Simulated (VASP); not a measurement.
Input of a VASP 6.6.1 run:

INCAR

```
PREC     = Accurate       # precision mode
ENCUT    = 520            # plane-wave cutoff, eV
EDIFF    = 1E-6           # SCF threshold, eV
ISMEAR   = 0              # smearing method
SIGMA    = 0.05           # smearing width, eV
LREAL    = False          # projectors in reciprocal space
LASPH    = True           # aspherical terms in the spheres
NELM     = 100            # most SCF steps
ALGO     = Normal         # electronic algorithm
ISIF     = 2              # what is computed and relaxed
LWAVE    = False          # write WAVECAR
LCHARG   = False          # write CHGCAR
GGA      = PS             # functional
NBANDS   = 13             # bands
```

The input KPOINTS:

```
Automatic mesh
0
Gamma
  18 18 18
```

POSCAR

```
Mo
1.0
   -1.5559816361      1.5559816361      1.5559816361
    1.5559816361     -1.5559816361      1.5559816361
    1.5559816361      1.5559816361     -1.5559816361
Mo
1
Direct
    0.0000000000      0.0000000000      0.0000000000
```

Potentials or basis: VASP PAW PBE potentials, release 64 (Mo_sv).

Run with:

```sh
$ cat potpaw_PBE.64/Mo_sv/POTCAR > POTCAR
$ mpirun -np 1 vasp_std > vasp.out
```

Task: Predict the band gap on the k mesh.

Result: Zero (band 7 reaches 17.29 eV, above the bottom of band 8 at 11.62 eV).

Task: What does it give for the pressure?

Result: 5.4 GPa.

Caveat: the PAW data sets were made with another functional, which shifts forces and pressure a little.
